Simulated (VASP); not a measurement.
Write the native input for VASP 6.6.1 that does the following.

| Quantity | Value |
| --- | --- |
| Task | single point |
| Functional | PBE |
| Potentials or basis | VASP PAW PBE potentials, release 64 (Pb_d, F) |
| Cutoff | 520 eV |
| k mesh | 6 × 6 × 6 |
| Occupations | gaussian, width 0.1 eV |
| Spin | no spin polarisation |
| Dipole correction | no |
| Further INCAR settings | ALGO = Normal; EDIFF = 1e-07; NBANDS = 18 |

The structure of PbF lies in POSCAR:

```
PbF
1.0
    2.4098803600      1.3913450700      2.4740434600
   -2.4098803600      1.3913450700      2.4740434600
    0.0000000000     -2.7826901500      2.4740434600
Pb F
1 1
Direct
    0.0000000000      0.0000000000      0.0000000000
    0.5000000000      0.5000000000      0.5000000000
```

The input as run:

INCAR

```
ALGO = Normal
EDIFF = 1E-7
ENCUT = 520
GGA = PE
ISIF = 2
ISMEAR = 0
LASPH = T
LCHARG = F
LREAL = F
LWAVE = F
NBANDS = 18
NELM = 100
PREC = Accurate
SIGMA = 0.1
```

KPOINTS

```
k-points
0
Gamma
  6 6 6
```

Potentials or basis: VASP PAW PBE potentials, release 64 (Pb_d, F).

Command:

```sh
$ cat potpaw_PBE.64/Pb_d/POTCAR potpaw_PBE.64/F/POTCAR > POTCAR
$ mpirun -np 1 vasp_std > vasp.out
```

It gave:

```
Pressure : -7.0 GPa
```

Caveat: an odd number of electrons without spin polarisation forces a metal; a magnetic or distorted state may lie lower.

It took 21 s on 1 thread of Intel(R) Xeon(R) Platinum 8488C (Sapphire Rapids), with other jobs on the host, peak memory 0.17 GiB.
